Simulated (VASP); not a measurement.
Here is a VASP 6.6.1 calculation.

INCAR

```
PREC = Accurate
ENCUT = 520
EDIFF = 1E-7
ISMEAR = -1
SIGMA = 0.05
LREAL = False
LASPH = True
NELM = 150
ALGO = Normal
ISIF = 2
LWAVE = False
LCHARG = False
ISPIN = 2
MAGMOM = 0.6 1 1 1
LORBIT = 11
LMAXMIX = 4
GGA = PS
NBANDS = 32
```

KPOINTS

```
regular mesh
0
Gamma
  12 12 4
```

The input POSCAR:

```
CuNi3
1.0
    1.3952120000     -1.9871540000      0.0000000000
    1.3952120000      1.9871540000      0.0000000000
    0.0000000000      0.0000000000      7.9348860000
Cu Ni
1 3
Direct
    0.0000000000      0.0000000000      0.0000000000
    0.5000000000      0.5000000000      0.2546860000
    0.0000000000      0.0000000000      0.5000000000
    0.5000000000      0.5000000000      0.7453140000
```

Potentials or basis: VASP PAW PBE potentials, release 64 (Cu, Ni).

Run with:

```console
$ cat potpaw_PBE.64/Cu/POTCAR potpaw_PBE.64/Ni/POTCAR > POTCAR
$ mpirun -np 1 vasp_std > vasp.out
```

Question: Estimate the largest force.

Answer: 0.024 eV/Å.

Question: What does it give for the site moments?

Answer: Cu +0.01; Ni +0.39, +0.51 (each value once) μB.

Question: Predict the net moment.

Answer: 1.28 μB per cell.

Question: What does it give for the pressure?

Answer: -6.0 GPa.

Stress tensor (GPa, compression positive):
```
-6.67  0.00  0.00
 0.00 -6.10  0.00
 0.00  0.00 -5.30
```

Caveat: the cell stands under tension; the PAW data sets were made with another functional, which shifts forces and pressure a little.
